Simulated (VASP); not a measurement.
# CdS (I-4m2) in VASP: further runs

CdS is run at these levels: PBE; tasks: electric field gradients.

All numbers are computed with VASP 6.6.1; they aren't measurements. Logs are shortened: lines on timing, memory, paths and dates and some standing lists are left out, and cuts for length are marked.

### Step 1. The cell of the first run

Symmetry: I-4m2, No. 119, tetragonal system. The conventional cell has a = 4.204 Å, b = 4.204 Å, c = 5.886 Å, α = 90.00°, β = 90.00°, γ = 90.00°. Cd (site symmetry -4m2) has 4 S at 2.57 Å within 3.4 Å. Within 3.4 Å of S (site symmetry -4m2) lie 4 Cd at 2.57 Å.

### Step 2. Electric field gradients, PBE (equal xx and yy strain of +1 %)

INCAR

```
SYSTEM = CdS
ALGO = Normal
EDIFF = 1E-8
ENCUT = 520
GGA = PE
ISIF = 2
ISMEAR = -1
LASPH = .True.
LCHARG = .False.
LEFG = .True.
LREAL = .False.
LWAVE = .False.
NBANDS = 16
NELM = 100
PREC = Accurate
SIGMA = 0.02
```

KPOINTS

```
k-points
0
Gamma
  7 7 7
  0 0 0
```

POSCAR

```
CdS
1.0
    0.0000000000      2.9723829996      2.9429534649
    2.9723829996      0.0000000000      2.9429534649
    2.9723829996      2.9723829996      0.0000000000
Cd S
1 1
Direct
    0.0000000000      0.0000000000      0.0000000000
    0.7500000000      0.7500000000      0.7500000000
```

Potentials or basis: VASP PAW PBE potentials, release 64 (Cd, S).

Launch:

```bash
$ cat potpaw_PBE.64/Cd/POTCAR potpaw_PBE.64/S/POTCAR > POTCAR
$ mpirun -np 1 vasp_std > vasp.out
```

OUTCAR:

```text
SYSTEM = CdS
   EDIFF = 1E-8
   ENCUT = 520
   GGA = PE
   ISIF = 2
   ISMEAR = -1
   LASPH = .True.
   LREAL = .False.
   NELM = 100
   PREC = Accurate

 ion  position               nearest neighbor table
   1  0.000  0.000  0.000-   2 2.57   2 2.57   2 2.57   2 2.57
   2  0.750  0.750  0.750-   1 2.57   1 2.57   1 2.57   1 2.57

  LATTYP: Found a body centered tetragonal cell.
 ALAT       =     4.2035843506
 C/A-ratio  =     1.4002114479

  Lattice vectors:

 A1 = (   0.0000000000,  -2.9723829996,  -2.9429534649)
 A2 = (   0.0000000000,   2.9723829996,  -2.9429534649)
 A3 = (   2.9723829996,   0.0000000000,   2.9429534649)

Analysis of symmetry for initial positions (statically):
=====================================================================
 Subroutine PRICEL returns:
 Original cell was already a primitive cell.

 Routine SETGRP: Setting up the symmetry group for a
 body centered tetragonal supercell.

 Subroutine GETGRP returns: Found  8 space group operations
 (whereof  8 operations were pure point group operations)
 out of a pool of 16 trial point group operations.

The static configuration has the point symmetry D_2d.

Analysis of symmetry for dynamics (positions and initial velocities):
=====================================================================
 Subroutine PRICEL returns:
 Original cell was already a primitive cell.

 Routine SETGRP: Setting up the symmetry group for a
 body centered tetragonal supercell.

 Subroutine GETGRP returns: Found  8 space group operations
 (whereof  8 operations were pure point group operations)
 out of a pool of 16 trial point group operations.

The dynamic configuration has the point symmetry D_2d.

 Subroutine INISYM returns: Found  8 space group operations
 (whereof  8 operations are pure point group operations),
 and found     1 'primitive' translations

----------------------------------------------------------------------------------------

                                     Primitive cell

  volume of cell :      52.0023

  direct lattice vectors                    reciprocal lattice vectors
     0.000000000  2.972383000  2.942953465    -0.168215200  0.168215200  0.169897352
     2.972383000  0.000000000  2.942953465     0.168215200 -0.168215200  0.169897352
     2.972383000  2.972383000  0.000000000     0.168215200  0.168215200 -0.169897352

  length of vectors
     4.182826292  4.182826292  4.203584351     0.292331690  0.292331690  0.292331690

  position of ions in fractional coordinates (direct lattice)
     0.000000000  0.000000000  0.000000000
     0.750000000  0.750000000  0.750000000

  ion indices of the primitive-cell ions
   primitive index   ion index
                 1           1
                 2           2

----------------------------------------------------------------------------------------

 KPOINTS: k-points

Automatic generation of k-mesh.
 Grid dimensions read from file:
 generate k-points for:    7    7    7

 Generating k-lattice:

  Cartesian coordinates                     Fractional coordinates (reciprocal lattice)
    -0.024030743  0.024030743  0.024271050     0.142857143 -0.000000000  0.000000000
     0.024030743 -0.024030743  0.024271050    -0.000000000  0.142857143  0.000000000
     0.024030743  0.024030743 -0.024271050     0.000000000  0.000000000  0.142857143

  Length of vectors
     0.041761670  0.041761670  0.041761670

  Shift w.r.t. Gamma in fractional coordinates (k-lattice)
     0.000000000  0.000000000  0.000000000

 Subroutine IBZKPT returns following result:
 ===========================================

 Found     40 irreducible k-points:

 Following reciprocal coordinates:
            Coordinates               Weight
  0.000000  0.000000  0.000000      1.000000
  0.142857 -0.000000  0.000000      8.000000
  0.285714  0.000000  0.000000      8.000000
  0.428571 -0.000000  0.000000      8.000000
  0.142857  0.142857  0.000000      2.000000
  0.285714  0.142857  0.000000      8.000000
[... 16 lines left out ...]
  0.428571  0.285714  0.142857      8.000000
 -0.428571  0.285714  0.142857     16.000000
 [... further k-points ...]
   k-points           NKPTS =     40   k-points in BZ     NKDIM =     40   number of bands    NBANDS=     16
   number of dos      NEDOS =    301   number of ions     NIONS =      2
   total plane-waves  NPLWV =  32768
   dimension x,y,z NGX =    32 NGY =   32 NGZ =   32
   dimension x,y,z NGXF=    64 NGYF=   64 NGZF=   64
   ions per type =               1   1
   NGX,Y,Z   is equivalent  to a cutoff of  12.72, 12.72, 12.66 a.u.
   NGXF,Y,Z  is equivalent  to a cutoff of  25.44, 25.44, 25.31 a.u.
 SYSTEM =  CdS
   PREC   = accura    normal or accurate (medium, high low for compatibility)
   ISTART =      0    job   : 0-new  1-cont  2-samecut
   ICHARG =      2    charge: 1-file 2-atom 10-const
   ISPIN  =      1    spin polarized calculation?
   LNONCOLLINEAR =      F non collinear calculations
   LSORBIT =      F    spin-orbit coupling
   LASPH  =      T    aspherical Exc in radial PAW
   ENCUT  =  520.0 eV  38.22 Ry    6.18 a.u.   7.78  7.78  7.82*2*pi/ulx,y,z
   NELM   =    100;   NELMIN=  2; NELMDL= -5     # of ELM steps
   EDIFF  = 0.1E-07   stopping-criterion for ELM
   LREAL  =      F    real-space projection
   EDIFFG = 0.1E-06   stopping-criterion for IOM
   NSW    =      0    number of steps for IOM
   IBRION =     -1    ionic relax: 0-MD 1-quasi-New 2-CG
   NFREE  =      0    steps in history (QN), initial steepest desc. (CG)
   ISIF   =      2    stress and relaxation
   ISYM   =      2    0-nonsym 1-usesym 2-fastsym
   POTIM  = 0.5000    time-step for ionic-motion
   TEBEG  =    0.0;   TEEND  =   0.0 temperature during run
   PSTRESS=    0.0 pullay stress
   NELECT =      18.0000    total number of electrons
   NUPDOWN=      -1.0000    fix difference up-down
   EMIN   =  10.00;   EMAX   =-10.00  energy-range for DOS
   EFERMI =   0.00;   METHOD = LEGACY
   ISMEAR =    -1;   SIGMA  =   0.02  broadening in eV -4-tet -1-fermi 0-gaus
   EFERMI_NEDOS =   21; number of points for ismear=-14 and -15
   IALGO  =     38    algorithm
   IMIX   =      4    mixing-type and parameters
     AMIX     =   0.40;   BMIX     =  1.00
     AMIX_MAG =   1.60;   BMIX_MAG =  1.00
  volume/ion in A,a.u.               =      26.00       175.46
  Fermi-wavevector in a.u.,A,eV,Ry     =   1.149453  2.172152 17.976603  1.321243
  Thomas-Fermi vector in A             =   2.286123
   LORBIT       =      0    0 simple, 1 ext, 2 COOP (PROOUT), +10 PAW based schemes
   GGA     = PE    functional components
[... 5 lines left out ...]
 non-spin polarized calculation
  energy-cutoff  :      520.00
  volume of cell :       52.00
 maximum number of plane-waves:      1411
   NGX = 15   NGY = 15   NGZ = 15

 number of electron      18.0000001 magnetization

 Free energy of the ion-electron system (eV)
  ---------------------------------------------------
  ext. energy  EPLUGINS =         0.00000000
  ---------------------------------------------------
  free energy    TOTEN  =        -6.14638437 eV

  energy without entropy =       -6.14638437  energy(sigma->0) =       -6.14638437

 E-fermi :   1.3966     XC(G=0):  -8.9313

 val. band max:        0.9427808724   @ k =   0.0000   0.0000   0.0000
 cond. band min:       1.9688787503   @ k =   0.0000   0.0000   0.0000
 fundamental gap:      1.0260978779
 Fermi energy:         1.3965647246

 k-point     1 :       0.0000    0.0000    0.0000
  band No.  band energies     occupation
      1     -11.1682      2.00000
      2      -6.6487      2.00000
      3      -6.6487      2.00000
      4      -6.6431      2.00000
      5      -6.2303      2.00000
      6      -6.2273      2.00000
[... 8 lines left out ...]
     15      12.2647      0.00000
     16      12.3973      0.00000

 k-point     2 :       0.1429   -0.0000    0.0000
  band No.  band energies     occupation
      1     -11.0963      2.00000
      2      -6.6235      2.00000
      3      -6.6198      2.00000
      4      -6.5782      2.00000
      5      -6.2306      2.00000
      6      -6.2285      2.00000
[... 8 lines left out ...]
     15      11.7071      0.00000
     16      12.7195      0.00000
[... 387 lines left out ...]
      5      -6.1991      2.00000
      6      -6.0954      2.00000
[... 8 lines left out ...]
     15      13.3088      0.00000
     16      14.6980      0.00000

 k-point    24 :      -0.4286    0.2857    0.1429
  band No.  band energies     occupation
      1     -10.7268      2.00000
      2      -6.4909      2.00000
      3      -6.4607      2.00000
      4      -6.2724      2.00000
      5      -6.2007      2.00000
      6      -5.8201      2.00000
[... 8 lines left out ...]
     15      13.1024      0.00000
     16      14.2109      0.00000

 [... further k-points ...]
[... 5 lines left out ...]
  --------------------------------------------------------------------------------------
  -------------------------------------------------------------------------------------
  Total        0.0879448      0.0879448      0.1493963      0.0000000     -0.0000000      0.0000000
  in kB        2.7095535      2.7095535      4.6028586      0.0000000     -0.0000000      0.0000000
  external PRESSURE =       3.3406552 kB  Pullay stress =       0.0000000 kB

 VOLUME and BASIS-vectors are now :
 -----------------------------------------------------------------------------
  energy-cutoff  :      520.00
  volume of cell :       52.00
      direct lattice vectors                 reciprocal lattice vectors
     0.000000000  2.972383000  2.942953465    -0.168215200  0.168215200  0.169897352
     2.972383000  0.000000000  2.942953465     0.168215200 -0.168215200  0.169897352
     2.972383000  2.972383000  0.000000000     0.168215200  0.168215200 -0.169897352

 POSITION                                       TOTAL-FORCE (eV/Angst)
 -----------------------------------------------------------------------------------
      0.00000      0.00000      0.00000        -0.000000     -0.000000     -0.000000
      4.45857      4.45857      4.41443         0.000000      0.000000      0.000000
 -----------------------------------------------------------------------------------
    total drift:                                0.000000      0.000000      0.000000

  FREE ENERGIE OF THE ION-ELECTRON SYSTEM (eV)
  ---------------------------------------------------
  free  energy   TOTEN  =        -6.1463843712 eV

  energy  without entropy=       -6.1463843712  energy(sigma->0) =       -6.14638437

 Electric field gradients (V/A^2)
---------------------------------------------------------------------
 ion       V_xx      V_yy      V_zz      V_xy      V_xz      V_yz
---------------------------------------------------------------------
   1      -1.475    -1.475     2.950     0.001     0.001     0.001
   2       0.937     0.937    -1.874    -0.000    -0.000    -0.000
---------------------------------------------------------------------

 Electric field gradients after diagonalization (V/A^2)
 (convention: |V_zz| > |V_xx| > |V_yy|)
----------------------------------------------------------------------
 ion       V_xx      V_yy      V_zz     asymmetry (V_yy - V_xx)/ V_zz
----------------------------------------------------------------------
   1      -1.476    -1.474     2.950       0.001
   2       0.937     0.936    -1.874       0.000
----------------------------------------------------------------------

           NMR quadrupolar parameters

 Cq : quadrupolar parameter    Cq=e*Q*V_zz/h
 eta: asymmetry parameters     (V_yy - V_xx)/ V_zz
 Q  : nuclear electric quadrupole moment in mb (millibarn)
----------------------------------------------------------------------
 ion       Cq(MHz)       eta       Q (mb)
----------------------------------------------------------------------
   1       0.007       0.001       1.000
   2      -0.005       0.000       1.000
----------------------------------------------------------------------
```

Wall time 16 s (1 thread of Intel Xeon Platinum 8488C (Sapphire Rapids), shared host); peak memory 0.18 GiB.

Results:

```yaml
Free_energy: -6.1464 eV
Pressure: 0.3 GPa
Band_gap_on_the_k_mesh: 1.03 eV, direct
```

Electric field gradients, principal values (V/Å²):
```
atom   least  middle  greatest (by size)
1 Cd  -1.474  -1.476               2.950
 2 S   0.936   0.937              -1.874
```

Caveat: the cell differs from its parent crystal (equal xx and yy strain of +1 %); without QUAD_EFG the Cq values of the log hold for a quadrupole moment of 1 mb, not for the nuclei.

### Step 3. Electric field gradients, PBE (equal xx and yy strain of +1 %)

INCAR

```
PREC = Accurate ; ENCUT = 520
EDIFF = 1E-8 ; ISMEAR = -1
SIGMA = 0.02 ; LREAL = F
LASPH = T ; NELM = 80
ALGO = Normal ; ISIF = 2
LWAVE = F ; LCHARG = F
GGA = PE ; LEFG = T
NBANDS = 16
```

KPOINTS

```
regular mesh
0
Gamma
  7 7 7
```

POSCAR is that of step 2.

Potentials or basis: VASP PAW PBE potentials, release 64 (Cd, S).

Launch:

```bash
$ cat potpaw_PBE.64/Cd/POTCAR potpaw_PBE.64/S/POTCAR > POTCAR
$ mpirun -np 1 vasp_std > vasp.out
```

OUTCAR:

```text
PREC = Accurate
   ENCUT = 520
   EDIFF = 1E-8
   ISMEAR = -1
   LREAL = F
   LASPH = T
   NELM = 80
   ISIF = 2
   GGA = PE

 ion  position               nearest neighbor table
   1  0.000  0.000  0.000-   2 2.57   2 2.57   2 2.57   2 2.57
   2  0.750  0.750  0.750-   1 2.57   1 2.57   1 2.57   1 2.57

  LATTYP: Found a body centered tetragonal cell.
 ALAT       =     4.2035843506
 C/A-ratio  =     1.4002114479

  Lattice vectors:

 A1 = (   0.0000000000,  -2.9723829996,  -2.9429534649)
 A2 = (   0.0000000000,   2.9723829996,  -2.9429534649)
 A3 = (   2.9723829996,   0.0000000000,   2.9429534649)

Analysis of symmetry for initial positions (statically):
=====================================================================
 Subroutine PRICEL returns:
 Original cell was already a primitive cell.

 Routine SETGRP: Setting up the symmetry group for a
 body centered tetragonal supercell.

[... 643 lines left out ...]
  volume of cell :       52.00
      direct lattice vectors                 reciprocal lattice vectors
     0.000000000  2.972383000  2.942953465    -0.168215200  0.168215200  0.169897352
     2.972383000  0.000000000  2.942953465     0.168215200 -0.168215200  0.169897352
     2.972383000  2.972383000  0.000000000     0.168215200  0.168215200 -0.169897352

 POSITION                                       TOTAL-FORCE (eV/Angst)
 -----------------------------------------------------------------------------------
      0.00000      0.00000      0.00000        -0.000000     -0.000000     -0.000000
      4.45857      4.45857      4.41443         0.000000      0.000000      0.000000
 -----------------------------------------------------------------------------------
    total drift:                                0.000000      0.000000      0.000000

  FREE ENERGIE OF THE ION-ELECTRON SYSTEM (eV)
  ---------------------------------------------------
  free  energy   TOTEN  =        -6.1463843712 eV

  energy  without entropy=       -6.1463843712  energy(sigma->0) =       -6.14638437

 Electric field gradients (V/A^2)
---------------------------------------------------------------------
 ion       V_xx      V_yy      V_zz      V_xy      V_xz      V_yz
---------------------------------------------------------------------
   1      -1.475    -1.475     2.950     0.001     0.001     0.001
   2       0.937     0.937    -1.874    -0.000    -0.000    -0.000
---------------------------------------------------------------------

 Electric field gradients after diagonalization (V/A^2)
 (convention: |V_zz| > |V_xx| > |V_yy|)
----------------------------------------------------------------------
 ion       V_xx      V_yy      V_zz     asymmetry (V_yy - V_xx)/ V_zz
----------------------------------------------------------------------
   1      -1.476    -1.474     2.950       0.001
   2       0.937     0.936    -1.874       0.000
----------------------------------------------------------------------

           NMR quadrupolar parameters

 Cq : quadrupolar parameter    Cq=e*Q*V_zz/h
 eta: asymmetry parameters     (V_yy - V_xx)/ V_zz
 Q  : nuclear electric quadrupole moment in mb (millibarn)
----------------------------------------------------------------------
 ion       Cq(MHz)       eta       Q (mb)
----------------------------------------------------------------------
   1       0.007       0.001       1.000
   2      -0.005       0.000       1.000
----------------------------------------------------------------------
```

stdout:

```text
POSCAR found type information on POSCAR CdS
 POSCAR found :  2 types and       2 ions
 scaLAPACK will be used
 LDA part: xc-table for (Slater+PW92), standard interpolation
 POSCAR, INCAR and KPOINTS ok, starting setup
 FFT: planning ... GRIDC
 FFT: planning ... GRID_SOFT
 FFT: planning ... GRID
 WAVECAR not read
 entering main loop
ion   1

ion   2
```

It took 16 s on 1 thread of Intel Xeon Platinum 8488C (Sapphire Rapids), shared host; peak memory 0.18 GiB.

What came out:

```
Free energy            : -6.1464 eV
Pressure               : 0.3 GPa
Band gap on the k mesh : 1.03 eV, direct
```

Stress tensor (GPa, compression positive):
```
0.27 0.00 0.00
0.00 0.27 0.00
0.00 0.00 0.46
```

Electric field gradients, principal values (V/Å²):
| atom | least | middle | greatest (by size) |
| --- | --- | --- | --- |
| 1 Cd | -1.474 | -1.476 | 2.950 |
| 2 S | 0.936 | 0.937 | -1.874 |

Caveat: the cell differs from its parent crystal (equal xx and yy strain of +1 %); without QUAD_EFG the Cq values of the log hold for a quadrupole moment of 1 mb, not for the nuclei.
